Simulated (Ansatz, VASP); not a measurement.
## One calculation of GaSb3, two programs

```xyz
8
Lattice="4.4363 0.0000 0.0000 -2.2181 3.8419 0.0000 0.0000 0.0000 14.5465" Properties=species:S:1:pos:R:3 pbc="T T T"
Ga    0.0000    2.5613    0.9004
Ga    2.2181    1.2806    4.4789
Sb    0.0000    0.0000   -0.0377
Sb    0.0000    2.5613    3.6249
Sb    2.2181    1.2806    7.2012
Sb    0.0000    0.0000    8.6445
Sb    0.0000    2.5613   10.7866
Sb    2.2181    1.2806   12.2736
```

Alike in both runs: functional PBE; k mesh 4 × 4 × 2; occupations gaussian, width 0.2 eV; no spin polarisation.

Ansatz relaxed the structure, and its values are those at the end. VASP's run is a single point on that final structure, the one shown.

|  | VASP | Ansatz |
| --- | --- | --- |
| version | VASP 6.6.1 | Ansatz 0.2.0 |
| potentials or method | VASP PAW PBE potentials, release 64 (Ga_d, Sb), cutoff 520 eV | scalar-relativistic, plane waves, PAW |
| valence electrons in the cell | 56 | 116 |

```tsv
	VASP	Ansatz	Ansatz less VASP
gap on the k mesh at the Fermi level (eV)	0.41	0.42	+0.005
least direct gap on the mesh (eV)	0.46	0.46	+0.001
pressure (GPa)	-0.1	-0.2	-0.04
rms of the force components (eV/Å)	0.022	0.028	+0.0061
```

VASP's potentials hold 56 valence electrons a cell and Ansatz's 116, so a difference there can come from the potentials and not from the codes.

Neither program's run includes spin-orbit coupling.
